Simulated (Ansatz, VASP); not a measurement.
# Al2Te2O: VASP beside Ansatz

```
Al Te O
1.0
     5.57172    0.00000    0.00000
    -2.78586    4.82525    0.00000
     0.00000    0.00000    6.12864
Al Te O
2 2 1
Direct
  0.00000 0.00000 0.72489
  0.00000 0.00000 0.27511
  0.33333 0.66667 0.00000
  0.66667 0.33333 0.00000
  0.00000 0.00000 0.00000
```

Alike in both runs: functional PBE; k mesh 9 × 9 × 6; occupations gaussian, width 0.1 eV; no spin polarisation.

Ansatz relaxed the structure, and its values are those at the end. VASP's run is a single point on that final structure, the one shown.

|  | VASP | Ansatz |
| --- | --- | --- |
| version | VASP 6.6.1 | Ansatz 0.2.0 |
| potentials or method | VASP PAW PBE potentials, release 64 (Al, Te, O), cutoff 520 eV | scalar-relativistic, plane waves, PAW |
| valence electrons in the cell | 24 | 44 |

|  | VASP | Ansatz | Ansatz less VASP |
| --- | --- | --- | --- |
| gap on the k mesh at the Fermi level (eV) | none | none | - |
| pressure (GPa) | 0.0 | 0.0 | -0.02 |
| rms of the force components (eV/Å) | 0.018 | 0.003 | -0.0149 |

A gap of «none» marks a metal or a gap that the smearing closes. The functional is the same, so the differences come from potentials, cutoffs and numerics. VASP's potentials hold 24 valence electrons a cell and Ansatz's 44, so a difference there can come from the potentials and not from the codes.

Spin-orbit coupling is off throughout.
